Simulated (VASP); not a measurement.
# Pb (Fd-3m) in VASP: further runs, part 3 of 3

VASP 6.6.1.

## Step 6: Single point, r2SCAN

This run uses another cell than the first one, of 38.23 Å³/atom, 0.904 times its volume.

POSCAR reads:

```
Pb
1.0
    0.0000000000      3.3687966822      3.3687966822
    3.3687966822      0.0000000000      3.3687966822
    3.3687966822      3.3687966822      0.0000000000
Pb
2
Direct
    0.2500000000      0.2500000000      0.2500000000
    0.0000000000      0.0000000000      0.0000000000
```

INCAR.step1 reads:

```
  PREC = Accurate
  ENCUT = 520
  ISMEAR = -1
  SIGMA = 0.05
  LREAL = F
  LASPH = T
  NELM = 80
  NBANDS = 21
  GGA = PE
  ALGO = Normal
  EDIFF = 1E-4
  LWAVE = T
  LCHARG = F
```

INCAR.step2 reads:

```
  PREC = Accurate
  ENCUT = 520
  EDIFF = 1E-7
  ISMEAR = -1
  SIGMA = 0.05
  LREAL = F
  LASPH = T
  NELM = 80
  ALGO = Normal
  ISIF = 2
  LWAVE = F
  LCHARG = F
  METAGGA = R2SCAN
  LMIXTAU = T
  NBANDS = 21
  ISTART = 1
```

KPOINTS reads:

```
regular mesh
0
Gamma
  7 7 7
```

Potentials or basis: VASP PAW PBE potentials, release 64 (Pb_d).

The run is started by

```bash
> cat potpaw_PBE.64/Pb_d/POTCAR > POTCAR
> cp INCAR.step1 INCAR
> mpirun -np 1 vasp_std > vasp.out
> cp INCAR.step2 INCAR
> mpirun -np 1 vasp_std > vasp.out
```

OUTCAR:

```text
PREC = Accurate
   ENCUT = 520
   EDIFF = 1E-7
   ISMEAR = -1
   LREAL = F
   LASPH = T
   NELM = 80
   ISIF = 2
   METAGGA = R2SCAN
   ISTART = 1

 ion  position               nearest neighbor table
   1  0.250  0.250  0.250-   2 2.92   2 2.92   2 2.92   2 2.92
   2  0.000  0.000  0.000-   1 2.92   1 2.92   1 2.92   1 2.92

  LATTYP: Found a face centered cubic cell.
 ALAT       =     6.7375933644

  Lattice vectors:

 A1 = (   0.0000000000,   3.3687966822,   3.3687966822)
 A2 = (   3.3687966822,   0.0000000000,   3.3687966822)
 A3 = (   3.3687966822,   3.3687966822,   0.0000000000)

Analysis of symmetry for initial positions (statically):
=====================================================================
 Subroutine PRICEL returns:
 Original cell was already a primitive cell.

 Routine SETGRP: Setting up the symmetry group for a
 face centered cubic supercell.

 Subroutine GETGRP returns: Found 48 space group operations
 (whereof 24 operations were pure point group operations)
 out of a pool of 48 trial point group operations.

The static configuration has the point symmetry T_d .
 The point group associated with its full space group is O_h .

Analysis of symmetry for dynamics (positions and initial velocities):
=====================================================================
 Subroutine PRICEL returns:
 Original cell was already a primitive cell.

 Routine SETGRP: Setting up the symmetry group for a
 face centered cubic supercell.

 Subroutine GETGRP returns: Found 48 space group operations
 (whereof 24 operations were pure point group operations)
 out of a pool of 48 trial point group operations.

The dynamic configuration has the point symmetry T_d .
 The point group associated with its full space group is O_h .

 Subroutine INISYM returns: Found 48 space group operations
 (whereof 24 operations are pure point group operations),
 and found     1 'primitive' translations

----------------------------------------------------------------------------------------

                                     Primitive cell

  volume of cell :      76.4635

  direct lattice vectors                    reciprocal lattice vectors
     0.000000000  3.368796682  3.368796682    -0.148420949  0.148420949  0.148420949
     3.368796682  0.000000000  3.368796682     0.148420949 -0.148420949  0.148420949
     3.368796682  3.368796682  0.000000000     0.148420949  0.148420949 -0.148420949

  length of vectors
     4.764197957  4.764197957  4.764197957     0.257072624  0.257072624  0.257072624

  position of ions in fractional coordinates (direct lattice)
     0.250000000  0.250000000  0.250000000
     0.000000000  0.000000000  0.000000000

  ion indices of the primitive-cell ions
   primitive index   ion index
                 1           1
                 2           2

----------------------------------------------------------------------------------------

 KPOINTS: regular mesh

Automatic generation of k-mesh.
 Grid dimensions read from file:
 generate k-points for:    7    7    7

 Generating k-lattice:

  Cartesian coordinates                     Fractional coordinates (reciprocal lattice)
    -0.021202993  0.021202993  0.021202993     0.142857143  0.000000000  0.000000000
     0.021202993 -0.021202993  0.021202993     0.000000000  0.142857143  0.000000000
     0.021202993  0.021202993 -0.021202993     0.000000000  0.000000000  0.142857143

  Length of vectors
     0.036724661  0.036724661  0.036724661

  Shift w.r.t. Gamma in fractional coordinates (k-lattice)
     0.000000000  0.000000000  0.000000000

 Subroutine IBZKPT returns following result:
 ===========================================

 Found     20 irreducible k-points:

 Following reciprocal coordinates:
            Coordinates               Weight
  0.000000  0.000000  0.000000      1.000000
  0.142857  0.000000  0.000000      8.000000
  0.285714  0.000000  0.000000      8.000000
  0.428571  0.000000  0.000000      8.000000
  0.142857  0.142857  0.000000      6.000000
  0.285714  0.142857  0.000000     24.000000
[... 12 lines left out ...]
 -0.428571  0.428571  0.142857     24.000000
 -0.285714  0.428571  0.142857     24.000000
   k-points           NKPTS =     20   k-points in BZ     NKDIM =     20   number of bands    NBANDS=     21
   number of dos      NEDOS =    301   number of ions     NIONS =      2
   total plane-waves  NPLWV =  46656
   dimension x,y,z NGX =    36 NGY =   36 NGZ =   36
   dimension x,y,z NGXF=    72 NGYF=   72 NGZF=   72
   ions per type =               2
   NGX,Y,Z   is equivalent  to a cutoff of  12.56, 12.56, 12.56 a.u.
   NGXF,Y,Z  is equivalent  to a cutoff of  25.12, 25.12, 25.12 a.u.
 SYSTEM =  unknown system
   PREC   = accura    normal or accurate (medium, high low for compatibility)
   ISTART =      1    job   : 0-new  1-cont  2-samecut
   ICHARG =      0    charge: 1-file 2-atom 10-const
   ISPIN  =      1    spin polarized calculation?
   LNONCOLLINEAR =      F non collinear calculations
   LSORBIT =      F    spin-orbit coupling
   LASPH  =      T    aspherical Exc in radial PAW
   ENCUT  =  520.0 eV  38.22 Ry    6.18 a.u.   8.86  8.86  8.86*2*pi/ulx,y,z
   NELM   =     80;   NELMIN=  2; NELMDL=  0     # of ELM steps
   EDIFF  = 0.1E-06   stopping-criterion for ELM
   LREAL  =      F    real-space projection
   EDIFFG = 0.1E-05   stopping-criterion for IOM
   NSW    =      0    number of steps for IOM
   IBRION =     -1    ionic relax: 0-MD 1-quasi-New 2-CG
   NFREE  =      0    steps in history (QN), initial steepest desc. (CG)
   ISIF   =      2    stress and relaxation
   ISYM   =      2    0-nonsym 1-usesym 2-fastsym
   POTIM  = 0.5000    time-step for ionic-motion
   TEBEG  =    0.0;   TEEND  =   0.0 temperature during run
   PSTRESS=    0.0 pullay stress
   NELECT =      28.0000    total number of electrons
   NUPDOWN=      -1.0000    fix difference up-down
   EMIN   =  10.00;   EMAX   =-10.00  energy-range for DOS
   EFERMI =   0.00;   METHOD = LEGACY
   ISMEAR =    -1;   SIGMA  =   0.05  broadening in eV -4-tet -1-fermi 0-gaus
   EFERMI_NEDOS =   21; number of points for ismear=-14 and -15
   IALGO  =     38    algorithm
   IMIX   =      4    mixing-type and parameters
     AMIX     =   0.40;   BMIX     =  1.00
     AMIX_MAG =   1.60;   BMIX_MAG =  1.00
  volume/ion in A,a.u.               =      38.23       258.00
  Fermi-wavevector in a.u.,A,eV,Ry     =   1.171231  2.213306 18.664241  1.371783
  Thomas-Fermi vector in A             =   2.307678
   LORBIT       =      0    0 simple, 1 ext, 2 COOP (PROOUT), +10 PAW based schemes
   METAGGA = R2SCAN    functional components
   LHFCALC =     F    Hartree Fock is set to
   AEXX    =    0.0000 exact exchange contribution
   IVDW    =     0    specifies the selected vdW correction
   LEPSILON=     F    determine dielectric tensor
   LRPA    =     F    only Hartree local field effects (RPA)
 non-spin polarized calculation
  energy-cutoff  :      520.00
  volume of cell :       76.46
 maximum number of plane-waves:      2085
   NGX = 17   NGY = 17   NGZ = 17

 number of electron      28.0000003 magnetization

 Free energy of the ion-electron system (eV)
  ---------------------------------------------------
  ext. energy  EPLUGINS =         0.00000000
  ---------------------------------------------------
  free energy    TOTEN  =      -112.12669064 eV

  energy without entropy =     -112.12143329  energy(sigma->0) =     -112.12406196

 E-fermi :   4.7721     XC(G=0):  -9.3507

 val. band max:        4.7103132934   @ k =  -0.1429   0.1429   0.0000
 cond. band min:       4.8306147756   @ k =   0.1429   0.0000   0.0000
 fundamental gap:      0.1203014822
 Fermi energy:         4.7721084223

 k-point     1 :       0.0000    0.0000    0.0000
  band No.  band energies     occupation
      1     -13.1475      2.00000
      2     -13.1475      2.00000
      3     -13.1475      2.00000
      4     -13.0543      2.00000
      5     -13.0543      2.00000
      6     -12.5229      2.00000
[... 13 lines left out ...]
     20      13.3016      0.00000
     21      13.3016      0.00000
[... 433 lines left out ...]
 k-point    20 :      -0.2857    0.4286    0.1429
  band No.  band energies     occupation
      1     -13.2710      2.00000
      2     -13.2491      2.00000
      3     -12.9903      2.00000
      4     -12.8734      2.00000
      5     -12.8177      2.00000
      6     -12.7619      2.00000
[... 13 lines left out ...]
     20      14.0566      0.00000
     21      15.4051      0.00000

------------------------ aborting loop because EDIFF is reached ----------------------------------------

  FORCE on cell =-STRESS in cart. coord.  units (eV):
  Direction    XX          YY          ZZ          XY          YZ          ZX
  --------------------------------------------------------------------------------------
  -------------------------------------------------------------------------------------
  Total        1.7035821      1.7035821      1.7035821      0.0000000      0.0000000      0.0000000
  in kB       35.6959753     35.6959753     35.6959753      0.0000000      0.0000000      0.0000000
  external PRESSURE =      35.6959753 kB  Pullay stress =       0.0000000 kB

 VOLUME and BASIS-vectors are now :
 -----------------------------------------------------------------------------
  energy-cutoff  :      520.00
  volume of cell :       76.46
      direct lattice vectors                 reciprocal lattice vectors
     0.000000000  3.368796682  3.368796682    -0.148420949  0.148420949  0.148420949
     3.368796682  0.000000000  3.368796682     0.148420949 -0.148420949  0.148420949
     3.368796682  3.368796682  0.000000000     0.148420949  0.148420949 -0.148420949

 POSITION                                       TOTAL-FORCE (eV/Angst)
 -----------------------------------------------------------------------------------
      1.68440      1.68440      1.68440        -0.000000     -0.000000     -0.000000
      0.00000      0.00000      0.00000         0.000000      0.000000      0.000000
 -----------------------------------------------------------------------------------
    total drift:                                0.000000      0.000000      0.000000

  FREE ENERGIE OF THE ION-ELECTRON SYSTEM (eV)
  ---------------------------------------------------
  free  energy   TOTEN  =      -112.1266906370 eV

  energy  without entropy=     -112.1214332876  energy(sigma->0) =     -112.12406196
```

OUTCAR.step1:

```text
PREC = Accurate
   ENCUT = 520
   ISMEAR = -1
   LREAL = F
   LASPH = T
   NELM = 80
[... 693 lines left out ...]
 -----------------------------------------------------------------------------------
      1.68440      1.68440      1.68440        -0.000000     -0.000000     -0.000000
      0.00000      0.00000      0.00000         0.000000      0.000000      0.000000
 -----------------------------------------------------------------------------------
    total drift:                                0.000000      0.000000      0.000000

  FREE ENERGIE OF THE ION-ELECTRON SYSTEM (eV)
  ---------------------------------------------------
  free  energy   TOTEN  =        -6.4523746213 eV

  energy  without entropy=       -6.4464582643  energy(sigma->0) =       -6.44941644
```

OSZICAR.step1:

```text
N       E                     dE             d eps       ncg     rms          rms(c)
DAV:   1     0.292201685673E+03    0.29220E+03   -0.13755E+04   840   0.150E+03
DAV:   2     0.152924376007E+02   -0.27691E+03   -0.27135E+03   840   0.398E+02
DAV:   3    -0.571508423715E+01   -0.21008E+02   -0.20853E+02  1044   0.137E+02
DAV:   4    -0.644694903309E+01   -0.73186E+00   -0.73155E+00   983   0.302E+01
DAV:   5    -0.648786669272E+01   -0.40918E-01   -0.40917E-01  1263   0.626E+00    0.165E+00
DAV:   6    -0.646107060040E+01    0.26796E-01   -0.30796E-02  1169   0.248E+00    0.941E-01
DAV:   7    -0.645083786897E+01    0.10233E-01   -0.30311E-02  1139   0.226E+00    0.167E-01
DAV:   8    -0.645207899295E+01   -0.12411E-02   -0.46631E-03   991   0.745E-01    0.420E-02
DAV:   9    -0.645236038252E+01   -0.28139E-03   -0.39676E-04   750   0.199E-01    0.143E-02
DAV:  10    -0.645237462130E+01   -0.14239E-04   -0.35094E-05   763   0.680E-02
   1 F= -.64523746E+01 E0= -.64494164E+01  d E =-.591636E-02
```

Run time: 56 s. Hardware: 1 thread of Intel Xeon 6975P-C (Granite Rapids), shared host; peak memory 0.22 GiB.

What came out:

```yaml
Free_energy: -112.1267 eV
Pressure: 3.6 GPa
Band_gap_on_the_k_mesh: zero (band 14 reaches 5.21 eV, above the bottom of band 15 at 3.98 eV)
```

Levels at points of the mesh, in eV from the Fermi level:
| k point | band 10 | band 11 | band 12 | band 13 | band 14 | band 15 | band 16 | band 17 | band 18 | band 19 |
| --- | --- | --- | --- | --- | --- | --- | --- | --- | --- | --- |
| (0.00, 0.00, 0.00) | -17.25 | -12.02 | -3.49 | 0.43 | 0.43 | 0.43 | 2.62 | 2.62 | 2.62 | 4.51 |

Caveat: the PAW data sets were made with another functional, which shifts forces and pressure a little; spin-orbit coupling is left out, which moves the levels of the heavy elements.

## Step 7: Summary

| level | potentials or basis | cell | gap on the mesh (eV) | pressure (GPa) |
| --- | --- | --- | --- | --- |
| PBE | VASP PAW PBE potentials, release 64 (Pb_d) | a = 4.927 Å, angles 60.0°, 2 atoms | none | 1.0 |
| LDA | VASP PAW LDA potentials, release 64 (Pb_d) | a = 4.959 Å, angles 60.0°, 2 atoms | none | -2.2 |
| PBE | VASP PAW PBE potentials, release 64 (Pb_d) | a = 4.959 Å, angles 60.0°, 2 atoms | none | 0.5 |
| PBEsol | VASP PAW PBE potentials, release 64 (Pb_d) | a = 4.959 Å, angles 60.0°, 2 atoms | none | -1.3 |
| r2SCAN | VASP PAW PBE potentials, release 64 (Pb_d) | a = 4.764 Å, angles 60.0°, 2 atoms | none | 3.6 |

Alike in all rows: task single point; no spin polarisation; k mesh 7 × 7 × 7; cutoff (eV) 520; smearing fermi-dirac 0.05 eV.

Caveats: spin-orbit coupling is left out, which moves the levels of the heavy elements; the PAW data sets were made with another functional, which shifts forces and pressure a little (some runs).

Absolute energies hang on the potentials; compare differences alone.
